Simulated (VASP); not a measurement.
Input of a VASP 6.6.1 run:

The input INCAR:

```
PREC = Accurate
ENCUT = 500
EDIFF = 1E-6
ISMEAR = 0
SIGMA = 0.1
LREAL = F
LASPH = T
NELM = 120
ALGO = Normal
ISIF = 2
LWAVE = F
LCHARG = F
GGA = PE
NBANDS = 56
GGA_COMPAT = F
```

Contents of KPOINTS:

```
Automatic mesh
0
Gamma
  4 4 4
```

The input POSCAR:

```
YGe6
1.0
    0.0000000000      4.1796534600      4.1796534600
    4.1796534600      0.0000000000      4.1796534600
    4.1796534600      4.1796534600      0.0000000000
Y Ge
1 6
Direct
    0.0000000000      0.0000000000      0.0000000000
    0.5000000000      0.5000000000      0.0000000000
    0.5000000000      0.0000000000      0.5000000000
    0.0000000000      0.0000000000      0.5000000000
    0.0000000000      0.5000000000      0.0000000000
    0.0000000000      0.5000000000      0.5000000000
    0.5000000000      0.0000000000      0.0000000000
```

Potentials or basis: VASP PAW PBE potentials, release 64 (Y_sv, Ge_d).

Command:

```console
$ cat potpaw_PBE.64/Y_sv/POTCAR potpaw_PBE.64/Ge_d/POTCAR > POTCAR
$ mpirun -np 1 vasp_std > vasp.out
```

**Question.** Estimate the band gap on the k mesh.

**Answer.** Zero (an odd number of electrons rules out a gap without spin polarisation).

**Question.** Predict the pressure.

**Answer.** 1.5 GPa.

Caveat: an odd number of electrons without spin polarisation forces a metal; a magnetic or distorted state may lie lower.
